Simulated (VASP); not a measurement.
# KF (Fmmm) in VASP: further runs, part 2 of 3

VASP 6.6.1. Earlier steps stand in the parts before.

## (3) Single point, LDA (normal strain along x +0.0700, normal strain along z -0.0750)

The input, INCAR:

```
SYSTEM = KF
ALGO = Normal ; EDIFF = 1E-6
ENCUT = 520 ; GGA = CA
ISIF = 2 ; ISMEAR = 0
LASPH = .TRUE. ; LCHARG = .FALSE.
LREAL = .FALSE. ; LWAVE = .FALSE.
NBANDS = 15 ; NELM = 80
PREC = Accurate ; SIGMA = 0.05
```

The input, KPOINTS:

```
k-points
0
G
  8 8 8
  0 0 0
```

The input, POSCAR:

```
KF
1.0
    0.0000000000      2.5817196783      2.3880907024
    2.7624400558      0.0000000000      2.3880907024
    2.7624400558      2.5817196783      0.0000000000
K F
1 1
Direct
    0.0000000000      0.0000000000      0.0000000000
    0.5000000000      0.5000000000      0.5000000000
```

Potentials or basis: VASP PAW LDA potentials, release 64 (K_sv, F).

Command:

```
$ cat potpaw_LDA.64/K_sv/POTCAR potpaw_LDA.64/F/POTCAR > POTCAR
$ mpirun -np 1 vasp_std > vasp.out
```

OUTCAR:

```text
SYSTEM = KF
   EDIFF = 1E-6
   ENCUT = 520
   GGA = CA
   ISIF = 2
   ISMEAR = 0
   LASPH = .TRUE.
   LREAL = .FALSE.
   NELM = 80
   PREC = Accurate

 ion  position               nearest neighbor table
   1  0.000  0.000  0.000-   2 2.39   2 2.39   2 2.58   2 2.58   2 2.76   2 2.76
   2  0.500  0.500  0.500-   1 2.39   1 2.39   1 2.58   1 2.58   1 2.76   1 2.76

  LATTYP: Found a face centered orthorhombic cell.
 ALAT       =     4.7761814048
 B/A-ratio  =     1.0810810811
 C/A-ratio  =     1.1567567568

  Lattice vectors:

 A1 = (   2.7624400558,  -2.5817196783,   0.0000000000)
 A2 = (   2.7624400558,   0.0000000000,   2.3880907024)
 A3 = (   0.0000000000,  -2.5817196783,   2.3880907024)

Analysis of symmetry for initial positions (statically):
=====================================================================
 Subroutine PRICEL returns:
 Original cell was already a primitive cell.

 Routine SETGRP: Setting up the symmetry group for a
 face centered orthorhombic supercell.

 Subroutine GETGRP returns: Found  8 space group operations
 (whereof  8 operations were pure point group operations)
 out of a pool of  8 trial point group operations.

The static configuration has the point symmetry D_2h.

Analysis of symmetry for dynamics (positions and initial velocities):
=====================================================================
 Subroutine PRICEL returns:
 Original cell was already a primitive cell.

 Routine SETGRP: Setting up the symmetry group for a
 face centered orthorhombic supercell.

 Subroutine GETGRP returns: Found  8 space group operations
 (whereof  8 operations were pure point group operations)
 out of a pool of  8 trial point group operations.

The dynamic configuration has the point symmetry D_2h.

 Subroutine INISYM returns: Found  8 space group operations
 (whereof  8 operations are pure point group operations),
 and found     1 'primitive' translations

----------------------------------------------------------------------------------------

                                     Primitive cell

  volume of cell :      34.0630

  direct lattice vectors                    reciprocal lattice vectors
     0.000000000  2.581719678  2.388090702    -0.180999403  0.193669361  0.209372282
     2.762440056  0.000000000  2.388090702     0.180999403 -0.193669361  0.209372282
     2.762440056  2.581719678  0.000000000     0.180999403  0.193669361 -0.209372282

  length of vectors
     3.516852812  3.651582159  3.781051647     0.337794845  0.337794845  0.337794845

  position of ions in fractional coordinates (direct lattice)
     0.000000000  0.000000000  0.000000000
     0.500000000  0.500000000  0.500000000

  ion indices of the primitive-cell ions
   primitive index   ion index
                 1           1
                 2           2

----------------------------------------------------------------------------------------

 KPOINTS: k-points

Automatic generation of k-mesh.
 Grid dimensions read from file:
 generate k-points for:    8    8    8

 Generating k-lattice:

  Cartesian coordinates                     Fractional coordinates (reciprocal lattice)
    -0.022624925  0.024208670  0.026171535     0.125000000  0.000000000 -0.000000000
     0.022624925 -0.024208670  0.026171535     0.000000000  0.125000000  0.000000000
     0.022624925  0.024208670 -0.026171535    -0.000000000  0.000000000  0.125000000

  Length of vectors
     0.042224356  0.042224356  0.042224356

  Shift w.r.t. Gamma in fractional coordinates (k-lattice)
     0.000000000  0.000000000  0.000000000

 Subroutine IBZKPT returns following result:
 ===========================================

 Found     95 irreducible k-points:

 Following reciprocal coordinates:
            Coordinates               Weight
  0.000000  0.000000  0.000000      1.000000
  0.125000 -0.000000 -0.000000      8.000000
  0.250000 -0.000000 -0.000000      8.000000
  0.375000 -0.000000 -0.000000      8.000000
  0.500000 -0.000000 -0.000000      4.000000
  0.125000  0.125000  0.000000      2.000000
[... 16 lines left out ...]
  0.250000 -0.000000  0.125000      8.000000
  0.375000 -0.000000  0.125000      8.000000
 [... further k-points ...]
   k-points           NKPTS =     95   k-points in BZ     NKDIM =     95   number of bands    NBANDS=     15
   number of dos      NEDOS =    301   number of ions     NIONS =      2
   total plane-waves  NPLWV =  21952
   dimension x,y,z NGX =    28 NGY =   28 NGZ =   28
   dimension x,y,z NGXF=    56 NGYF=   56 NGZF=   56
   ions per type =               1   1
   NGX,Y,Z   is equivalent  to a cutoff of  13.24, 12.75, 12.31 a.u.
   NGXF,Y,Z  is equivalent  to a cutoff of  26.47, 25.50, 24.62 a.u.
 SYSTEM =  KF
   PREC   = accura    normal or accurate (medium, high low for compatibility)
   ISTART =      0    job   : 0-new  1-cont  2-samecut
   ICHARG =      2    charge: 1-file 2-atom 10-const
   ISPIN  =      1    spin polarized calculation?
   LNONCOLLINEAR =      F non collinear calculations
   LSORBIT =      F    spin-orbit coupling
   LASPH  =      T    aspherical Exc in radial PAW
   ENCUT  =  520.0 eV  38.22 Ry    6.18 a.u.   6.54  6.79  7.03*2*pi/ulx,y,z
   NELM   =     80;   NELMIN=  2; NELMDL= -5     # of ELM steps
   EDIFF  = 0.1E-05   stopping-criterion for ELM
   LREAL  =      F    real-space projection
   EDIFFG = 0.1E-04   stopping-criterion for IOM
   NSW    =      0    number of steps for IOM
   IBRION =     -1    ionic relax: 0-MD 1-quasi-New 2-CG
   NFREE  =      0    steps in history (QN), initial steepest desc. (CG)
   ISIF   =      2    stress and relaxation
   ISYM   =      2    0-nonsym 1-usesym 2-fastsym
   POTIM  = 0.5000    time-step for ionic-motion
   TEBEG  =    0.0;   TEEND  =   0.0 temperature during run
   PSTRESS=    0.0 pullay stress
   NELECT =      16.0000    total number of electrons
   NUPDOWN=      -1.0000    fix difference up-down
   EMIN   =  10.00;   EMAX   =-10.00  energy-range for DOS
   EFERMI =   0.00;   METHOD = LEGACY
   ISMEAR =     0;   SIGMA  =   0.05  broadening in eV -4-tet -1-fermi 0-gaus
   EFERMI_NEDOS =   21; number of points for ismear=-14 and -15
   IALGO  =     38    algorithm
   IMIX   =      4    mixing-type and parameters
     AMIX     =   0.40;   BMIX     =  1.00
     AMIX_MAG =   1.60;   BMIX_MAG =  1.00
  volume/ion in A,a.u.               =      17.03       114.93
  Fermi-wavevector in a.u.,A,eV,Ry     =   1.272586  2.404839 22.034307  1.619476
  Thomas-Fermi vector in A             =   2.405457
   LORBIT       =      0    0 simple, 1 ext, 2 COOP (PROOUT), +10 PAW based schemes
   GGA     = CA    functional components
   LHFCALC =     F    Hartree Fock is set to
   AEXX    =    0.0000 exact exchange contribution
   IVDW    =     0    specifies the selected vdW correction
   LEPSILON=     F    determine dielectric tensor
   LRPA    =     F    only Hartree local field effects (RPA)
 non-spin polarized calculation
 Gauss-broadening in eV      SIGMA  =   0.05
  energy-cutoff  :      520.00
  volume of cell :       34.06
 maximum number of plane-waves:       938
 NGX is ok and might be reduce to    28
   NGX = 13   NGY = 13   NGZ = 15

 number of electron      15.9999995 magnetization

 Free energy of the ion-electron system (eV)
  ---------------------------------------------------
  ext. energy  EPLUGINS =         0.00000000
  ---------------------------------------------------
  free energy    TOTEN  =        -8.96476247 eV

  energy without entropy =       -8.96476247  energy(sigma->0) =       -8.96476247

 E-fermi :  -2.2860     XC(G=0):  -9.6356

 val. band max:       -2.6072262246   @ k =   0.5000   0.0000   0.5000
 cond. band min:       3.3826049319   @ k =   0.0000   0.0000   0.0000
 fundamental gap:      5.9898311565
 Fermi energy:        -2.2860309916

 k-point     1 :       0.0000    0.0000    0.0000
  band No.  band energies     occupation
      1     -28.2121      2.00000
      2     -21.1772      2.00000
      3     -11.6485      2.00000
      4     -11.5752      2.00000
      5     -11.5377      2.00000
      6      -3.0336      2.00000
      7      -2.9309      2.00000
      8      -2.6349      2.00000
      9       3.3826      0.00000
     10       7.5181      0.00000
     11       8.0070      0.00000
     12       8.4972      0.00000
     13       9.2302      0.00000
     14      10.6757      0.00000
[... 401 lines left out ...]
      2     -21.3371      2.00000
      3     -11.8695      2.00000
      4     -11.6895      2.00000
      5     -11.6527      2.00000
      6      -3.6309      2.00000
      7      -3.2782      2.00000
      8      -3.0885      2.00000
      9       5.9599      0.00000
     10       7.0073      0.00000
     11       9.2231      0.00000
     12       9.8458      0.00000
     13      11.0052      0.00000
     14      11.6916      0.00000
     15      15.5099      0.00000

 [... further k-points ...]
[... 5 lines left out ...]
  --------------------------------------------------------------------------------------
  -------------------------------------------------------------------------------------
  Total       -0.6862302      0.1561085      2.3266507      0.0000000      0.0000000      0.0000000
  in kB      -32.2773319      7.3426758    109.4356985      0.0000000      0.0000000      0.0000000
  external PRESSURE =      28.1670141 kB  Pullay stress =       0.0000000 kB

 VOLUME and BASIS-vectors are now :
 -----------------------------------------------------------------------------
  energy-cutoff  :      520.00
  volume of cell :       34.06
      direct lattice vectors                 reciprocal lattice vectors
     0.000000000  2.581719678  2.388090702    -0.180999403  0.193669361  0.209372282
     2.762440056  0.000000000  2.388090702     0.180999403 -0.193669361  0.209372282
     2.762440056  2.581719678  0.000000000     0.180999403  0.193669361 -0.209372282

 POSITION                                       TOTAL-FORCE (eV/Angst)
 -----------------------------------------------------------------------------------
      0.00000      0.00000      0.00000         0.000000      0.000000      0.000000
      2.76244      2.58172      2.38809         0.000000     -0.000000     -0.000000
 -----------------------------------------------------------------------------------
    total drift:                                0.000000      0.000000      0.000000

  FREE ENERGIE OF THE ION-ELECTRON SYSTEM (eV)
  ---------------------------------------------------
  free  energy   TOTEN  =        -8.9647624699 eV

  energy  without entropy=       -8.9647624699  energy(sigma->0) =       -8.96476247
```

stdout:

```text
POSCAR found type information on POSCAR K F
 POSCAR found :  2 types and       2 ions
 scaLAPACK will be used
 LDA part: xc-table for (Slater(with rela. corr.)+CA(PZ))
 , standard interpolation
 POSCAR, INCAR and KPOINTS ok, starting setup
 FFT: planning ... GRIDC
 FFT: planning ... GRID_SOFT
 FFT: planning ... GRID
 WAVECAR not read
 entering main loop
```

It took 23 s on 1 thread of Intel Xeon 6975P-C (Granite Rapids), shared host; peak memory 0.16 GiB.

Results:

```yaml
Free_energy: -8.9648 eV
Pressure: 2.8 GPa
Band_gap_on_the_k_mesh: 5.99 eV, indirect (least direct gap 6.02 eV)
```

Caveat: the cell differs from its parent crystal (normal strain along x +0.0700, normal strain along z -0.0750).

## (4) Single point, LDA (normal strain along x -0.0525, normal strain along z +0.0375)

The input, INCAR:

```
SYSTEM = KF
  PREC = Accurate
  ENCUT = 520
  EDIFF = 1E-6
  ISMEAR = 0
  SIGMA = 0.05
  LREAL = .FALSE.
  LASPH = .TRUE.
  NELM = 60
  ALGO = Normal
  ISIF = 2
  LWAVE = .FALSE.
  LCHARG = .TRUE.
  GGA = CA
  LELF = .TRUE.
  LVHAR = .TRUE.
  NBANDS = 15
```

The input, KPOINTS:

```
Automatic mesh
0
G
  8 8 8
  0 0 0
```

The input, POSCAR:

```
KF
1.0
    0.0000000000      2.5817196783      2.6785341662
    2.4461793952      0.0000000000      2.6785341662
    2.4461793952      2.5817196783      0.0000000000
K F
1 1
Direct
    0.0000000000      0.0000000000      0.0000000000
    0.5000000000      0.5000000000      0.5000000000
```

Potentials or basis: VASP PAW LDA potentials, release 64 (K_sv, F).

Command:

```
$ cat potpaw_LDA.64/K_sv/POTCAR potpaw_LDA.64/F/POTCAR > POTCAR
$ mpirun -np 1 vasp_std > vasp.out
```

OUTCAR:

```text
SYSTEM = KF
   PREC = Accurate
   ENCUT = 520
   EDIFF = 1E-6
   ISMEAR = 0
   LREAL = .FALSE.
   LASPH = .TRUE.
   NELM = 60
   ISIF = 2
   GGA = CA

 ion  position               nearest neighbor table
   1  0.000  0.000  0.000-   2 2.45   2 2.45   2 2.58   2 2.58   2 2.68   2 2.68
   2  0.500  0.500  0.500-   1 2.45   1 2.45   1 2.58   1 2.58   1 2.68   1 2.68

  LATTYP: Found a face centered orthorhombic cell.
 ALAT       =     4.8923587904
 B/A-ratio  =     1.0554089710
 C/A-ratio  =     1.0949868074

  Lattice vectors:

 A1 = (   0.0000000000,   2.5817196783,   2.6785341662)
 A2 = (   2.4461793952,   0.0000000000,   2.6785341662)
 A3 = (   2.4461793952,   2.5817196783,   0.0000000000)

Analysis of symmetry for initial positions (statically):
=====================================================================
 Subroutine PRICEL returns:
 Original cell was already a primitive cell.

 Routine SETGRP: Setting up the symmetry group for a
 face centered orthorhombic supercell.

 Subroutine GETGRP returns: Found  8 space group operations
 (whereof  8 operations were pure point group operations)
 out of a pool of  8 trial point group operations.

The static configuration has the point symmetry D_2h.

Analysis of symmetry for dynamics (positions and initial velocities):
=====================================================================
 Subroutine PRICEL returns:
 Original cell was already a primitive cell.

 Routine SETGRP: Setting up the symmetry group for a
 face centered orthorhombic supercell.

 Subroutine GETGRP returns: Found  8 space group operations
 (whereof  8 operations were pure point group operations)
 out of a pool of  8 trial point group operations.

The dynamic configuration has the point symmetry D_2h.

 Subroutine INISYM returns: Found  8 space group operations
 (whereof  8 operations are pure point group operations),
 and found     1 'primitive' translations

----------------------------------------------------------------------------------------

                                     Primitive cell

  volume of cell :      33.8318
[... 114 lines left out ...]
   GGA     = CA    functional components
   LHFCALC =     F    Hartree Fock is set to
   AEXX    =    0.0000 exact exchange contribution
   IVDW    =     0    specifies the selected vdW correction
   LEPSILON=     F    determine dielectric tensor
   LRPA    =     F    only Hartree local field effects (RPA)
 non-spin polarized calculation
 Gauss-broadening in eV      SIGMA  =   0.05
  energy-cutoff  :      520.00
  volume of cell :       33.83
 maximum number of plane-waves:       925
   NGX = 13   NGY = 13   NGZ = 13

 number of electron      15.9999996 magnetization

 Free energy of the ion-electron system (eV)
  ---------------------------------------------------
  ext. energy  EPLUGINS =         0.00000000
  ---------------------------------------------------
  free energy    TOTEN  =        -9.02666449 eV

  energy without entropy =       -9.02666449  energy(sigma->0) =       -9.02666449

 E-fermi :  -2.4075     XC(G=0):  -9.6843

 val. band max:       -2.7064279312   @ k =   0.5000   0.0000   0.5000
 cond. band min:       3.5207575078   @ k =   0.0000   0.0000   0.0000
 fundamental gap:      6.2271854390
 Fermi energy:        -2.4074686610

 k-point     1 :       0.0000    0.0000    0.0000
  band No.  band energies     occupation
      1     -28.1999      2.00000
      2     -21.1518      2.00000
      3     -11.5927      2.00000
      4     -11.5467      2.00000
      5     -11.5381      2.00000
      6      -2.9644      2.00000
      7      -2.8957      2.00000
      8      -2.7180      2.00000
      9       3.5208      0.00000
     10       7.6945      0.00000
     11       7.9568      0.00000
     12       8.3088      0.00000
     13       9.4581      0.00000
     14      10.3741      0.00000
[... 401 lines left out ...]
      2     -21.2973      2.00000
      3     -11.8602      2.00000
      4     -11.6652      2.00000
      5     -11.6429      2.00000
      6      -3.6080      2.00000
      7      -3.2345      2.00000
      8      -3.1013      2.00000
      9       6.1072      0.00000
     10       7.0275      0.00000
     11       9.3147      0.00000
     12       9.7766      0.00000
     13      11.0763      0.00000
     14      11.5471      0.00000
     15      15.7374      0.00000

 [... further k-points ...]
[... 5 lines left out ...]
  --------------------------------------------------------------------------------------
  -------------------------------------------------------------------------------------
  Total        1.4534661      0.1380892     -0.4055651      0.0000000      0.0000000      0.0000000
  in kB       68.8320831      6.5395164    -19.2064280      0.0000000      0.0000000      0.0000000
  external PRESSURE =      18.7217238 kB  Pullay stress =       0.0000000 kB

 VOLUME and BASIS-vectors are now :
 -----------------------------------------------------------------------------
  energy-cutoff  :      520.00
  volume of cell :       33.83
      direct lattice vectors                 reciprocal lattice vectors
     0.000000000  2.581719678  2.678534166    -0.204400381  0.193669361  0.186669263
     2.446179395  0.000000000  2.678534166     0.204400381 -0.193669361  0.186669263
     2.446179395  2.581719678  0.000000000     0.204400381  0.193669361 -0.186669263

 POSITION                                       TOTAL-FORCE (eV/Angst)
 -----------------------------------------------------------------------------------
      0.00000      0.00000      0.00000        -0.000000     -0.000000      0.000000
      2.44618      2.58172      2.67853         0.000000      0.000000      0.000000
 -----------------------------------------------------------------------------------
    total drift:                                0.000000      0.000000      0.000000

  FREE ENERGIE OF THE ION-ELECTRON SYSTEM (eV)
  ---------------------------------------------------
  free  energy   TOTEN  =        -9.0266644923 eV

  energy  without entropy=       -9.0266644923  energy(sigma->0) =       -9.02666449
```

OSZICAR:

```text
N       E                     dE             d eps       ncg     rms          rms(c)
DAV:   1     0.116402090444E+03    0.11640E+03   -0.83406E+03  2850   0.106E+03
DAV:   2    -0.540589164835E+01   -0.12181E+03   -0.10916E+03  3671   0.296E+02
DAV:   3    -0.100935948993E+02   -0.46877E+01   -0.46609E+01  3764   0.524E+01
DAV:   4    -0.102154554979E+02   -0.12186E+00   -0.12184E+00  3700   0.845E+00
DAV:   5    -0.102182479200E+02   -0.27924E-02   -0.27924E-02  3953   0.100E+00    0.656E+00
DAV:   6    -0.909815663848E+01    0.11201E+01   -0.30474E+00  3084   0.161E+01    0.515E+00
DAV:   7    -0.905202995885E+01    0.46127E-01   -0.74162E-02  3662   0.223E+00    0.305E+00
DAV:   8    -0.902659181098E+01    0.25438E-01   -0.44520E-02  3501   0.210E+00    0.213E-01
DAV:   9    -0.902657790313E+01    0.13908E-04   -0.30608E-03  3438   0.466E-01    0.960E-02
DAV:  10    -0.902666840821E+01   -0.90505E-04   -0.27947E-04  3888   0.186E-01    0.428E-02
DAV:  11    -0.902666056703E+01    0.78412E-05   -0.31269E-05  3952   0.677E-02    0.136E-02
DAV:  12    -0.902666440625E+01   -0.38392E-05   -0.25022E-06  3186   0.154E-02    0.177E-03
DAV:  13    -0.902666449234E+01   -0.86095E-07   -0.23150E-07  2335   0.440E-03
   1 F= -.90266645E+01 E0= -.90266645E+01  d E =-.204679E-19
```

stdout:

```text
POSCAR found type information on POSCAR K F
 POSCAR found :  2 types and       2 ions
 scaLAPACK will be used
 LDA part: xc-table for (Slater(with rela. corr.)+CA(PZ))
 , standard interpolation
 POSCAR, INCAR and KPOINTS ok, starting setup
 FFT: planning ... GRIDC
 FFT: planning ... GRID_SOFT
 FFT: planning ... GRID
 WAVECAR not read
 entering main loop
```

Wall time 22 s (1 thread of Intel Xeon 6975P-C (Granite Rapids), shared host); peak memory 0.16 GiB.

What came out:

```yaml
Free_energy: -9.0267 eV
Pressure: 1.9 GPa
Band_gap_on_the_k_mesh: 6.23 eV, indirect (least direct gap 6.24 eV)
```

Levels at points of the mesh, in eV from the valence-band top:
```tsv
k point	band 4	band 5	band 6	band 7	band 8	band 9	band 10	band 11	band 12	band 13
(0.00, 0.00, 0.00)	-8.84	-8.83	-0.26	-0.19	-0.01	6.23	10.40	10.66	11.02	12.16
(0.50, 0.00, 0.00)	-8.94	-8.81	-1.17	-0.67	-0.66	9.08	10.93	12.15	12.69	14.88
(0.50, 0.50, 0.00)	-9.20	-9.07	-0.42	-0.22	-0.01	7.97	10.65	11.80	14.10	14.65
(0.50, 0.00, 0.50)	-9.29	-9.08	-0.30	-0.30	0.00	7.86	10.60	12.13	14.07	14.44
(0.00, 0.50, 0.50)	-9.28	-9.20	-0.28	-0.19	-0.07	7.61	10.72	12.63	14.08	14.65
```

Caveat: the cell differs from its parent crystal (normal strain along x -0.0525, normal strain along z +0.0375).

(Continued in part 3 of 3.)
